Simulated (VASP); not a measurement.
## BeS: single point with r2SCAN

BeS:

```xyz
2
Lattice="0.0000 2.4344 2.4344 2.4344 0.0000 2.4344 2.4344 2.4344 0.0000" Properties=species:S:1:pos:R:3 pbc="T T T"
Be    0.0000    0.0000    0.0000
S     1.2172    1.2172    1.2172
```

```yaml
Program: VASP 6.6.1
Task: single point
Functional: r2SCAN
Potentials_or_basis: VASP PAW PBE potentials, release 64 (Be, S)
Cutoff: 660 eV
k_mesh: 9 × 9 × 9
Occupations: fermi-dirac, width 0.02 eV
Spin: no spin polarisation
Dipole_correction: no
Further_INCAR_settings: ALGO = Normal; EDIFF = 1e-06; NBANDS = 11
```

The pressure is 0.3 GPa. The band gap on the k mesh is 3.70 eV, indirect (least direct gap 6.26 eV).

Levels at points of the mesh, in eV from the valence-band top:
```
           k point  band 2  band 3  band 4  band 5  band 6  band 7
(0.00, 0.00, 0.00)    0.00    0.00    0.00    6.26    6.26    6.26
```

Wall time 49 s on 1 thread of Intel(R) Xeon(R) Platinum 8559C (Emerald Rapids), with other jobs on the host, peak memory 0.17 GiB.

Caveat: the PAW data sets were made with another functional, which shifts forces and pressure a little. A k mesh can miss the band edges.
